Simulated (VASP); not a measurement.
Input of a VASP 6.6.1 run:

POSCAR

```
MgSe2
1.0
    6.4434168366      0.0000000000      0.0000000000
    0.0000000000      6.4434168366      0.0000000000
    0.0000000000      0.0000000000      6.4434168366
Mg Se
4 8
Direct
    0.5000000000      0.5000000000      0.0000000000
    0.5000000000      0.0000000000      0.5000000000
    0.0000000000      0.5000000000      0.5000000000
    0.0000000000      0.0000000000      0.0000000000
    0.1064510435      0.8935489565      0.3935489565
    0.8935489565      0.3935489565      0.1064510435
    0.3935489565      0.1064510435      0.8935489565
    0.6064510435      0.6064510435      0.6064510435
    0.8935489565      0.1064510435      0.6064510435
    0.1064510435      0.6064510435      0.8935489565
    0.6064510435      0.8935489565      0.1064510435
    0.3935489565      0.3935489565      0.3935489565
```

The input INCAR.step1:

```
SYSTEM = MgSe2
PREC = Accurate ; ENCUT = 520
ISMEAR = -1 ; SIGMA = 0.03
LREAL = .FALSE. ; LASPH = .TRUE.
NELM = 100 ; NBANDS = 40
GGA = PE ; ALGO = Normal
EDIFF = 1E-4 ; LWAVE = .TRUE.
LCHARG = .FALSE.
```

Contents of INCAR.step2:

```
SYSTEM = MgSe2
PREC = Accurate ; ENCUT = 520
EDIFF = 1E-6 ; ISMEAR = -1
SIGMA = 0.03 ; LREAL = .FALSE.
LASPH = .TRUE. ; NELM = 100
ALGO = Normal ; ISIF = 2
LWAVE = .FALSE. ; LCHARG = .FALSE.
METAGGA = R2SCAN ; LMIXTAU = .TRUE.
LUSE_VDW = .TRUE. ; IVDW_NL = 2
BPARAM = 11.95 ; CPARAM = 0.0093
NBANDS = 40 ; ISTART = 1
```

KPOINTS

```
Automatic mesh
0
G
  4 4 4
  0 0 0
```

Potentials or basis: VASP PAW PBE potentials, release 64 (Mg, Se).

Launch:

```console
$ cat potpaw_PBE.64/Mg/POTCAR potpaw_PBE.64/Se/POTCAR > POTCAR
$ cp INCAR.step1 INCAR
$ mpirun -np 1 vasp_std > vasp.out
$ cp INCAR.step2 INCAR
$ mpirun -np 1 vasp_std > vasp.out
```

Predict the band gap on the k mesh.

2.06 eV (least direct gap 2.13 eV).

What does it give for the largest force?

0.021 eV/Å.

Estimate the pressure.

-0.1 GPa.

Forces on the atoms (eV/Å):
```
Mg   0.000  0.000  0.000
Mg   0.000  0.000  0.000
Mg   0.000  0.000  0.000
Mg   0.000  0.000  0.000
Se   0.012 -0.012 -0.012
Se  -0.012 -0.012  0.012
Se  -0.012  0.012 -0.012
Se   0.012  0.012  0.012
Se  -0.012  0.012  0.012
Se   0.012  0.012 -0.012
Se   0.012 -0.012  0.012
Se  -0.012 -0.012 -0.012
```

Caveat: the PAW data sets were made with another functional, which shifts forces and pressure a little. A k mesh can miss the band edges.
